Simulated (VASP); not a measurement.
A run of VASP 6.6.1:

File INCAR:

```
SYSTEM = Ga3BSb2
PREC = Accurate
ENCUT = 520
EDIFF = 1E-6
ISMEAR = 0
SIGMA = 0.1
LREAL = .FALSE.
LASPH = .TRUE.
NELM = 60
ALGO = Normal
ISIF = 2
LWAVE = .FALSE.
LCHARG = .FALSE.
GGA = PE
NBANDS = 35
```

File KPOINTS:

```
regular mesh
0
G
  3 3 6
  0 0 0
```

POSCAR

```
Ga3BSb2
1.0
    5.2874174351     -0.0000000024      0.0000000000
   -2.6437087155      4.5790378204      0.0000000000
    0.0000000000      0.0000000000      5.9072265729
Ga B Sb
3 1 2
Direct
    0.0000000000      0.5000000000      0.5000000000
    0.5000000000      0.0000000000      0.5000000000
    0.5000000000      0.5000000000      0.5000000000
    0.0000000000      0.0000000000      0.0000000000
    0.6666666667      0.3333333333      0.0000000000
    0.3333333333      0.6666666667      0.0000000000
```

Potentials or basis: VASP PAW PBE potentials, release 64 (Ga_d, B, Sb).

Launch:

```sh
$ cat potpaw_PBE.64/Ga_d/POTCAR potpaw_PBE.64/B/POTCAR potpaw_PBE.64/Sb/POTCAR > POTCAR
$ mpirun -np 1 vasp_std > vasp.out
```

Hardware: 1 thread of Intel Xeon 8259CL (shared host).

Task: Estimate the wall time of this run.

Result: It took 74 s on 1 thread of Intel Xeon 8259CL, with other jobs on the host, peak memory 0.29 GiB. Counts: scf iterations 12, k points 12.
